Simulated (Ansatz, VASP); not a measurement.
Mg2B in VASP and in Ansatz

```
CELL_PARAMETERS angstrom
-1.72282 1.72282 3.86864
1.72282 -1.72282 3.86864
1.72282 1.72282 -3.86864
ATOMIC_POSITIONS crystal
Mg 0.66108 0.66108 0.00000
Mg 0.33892 0.33892 0.00000
B 0.00000 0.00000 0.00000
```

Alike in both runs: functional PBE; k mesh 6 × 6 × 6; occupations gaussian, width 0.1 eV; no spin polarisation.

Ansatz relaxed the structure, and its values are those at the end. VASP's run is a single point on that final structure, the one shown.

```csv
,VASP,Ansatz
version,VASP 6.6.1,Ansatz 0.2.0
potentials or method,"VASP PAW PBE potentials, release 64 (Mg, B), cutoff 520 eV","scalar-relativistic, plane waves, PAW"
valence electrons in the cell,7,23
```

```csv
,VASP,Ansatz,Ansatz less VASP
gap on the k mesh at the Fermi level (eV),none,none,-
pressure (GPa),0.0,0.1,+0.12
rms of the force components (eV/Å),0.004,0.001,-0.0025
```

A gap of «none» marks a metal or a gap that the smearing closes. With one functional, cell and mesh, what is left measures potentials, basis and numerics. VASP's potentials hold 7 valence electrons a cell and Ansatz's 23, so a difference there can come from the potentials and not from the codes.

The k mesh is coarse, so the values compare programs but aren't converged.
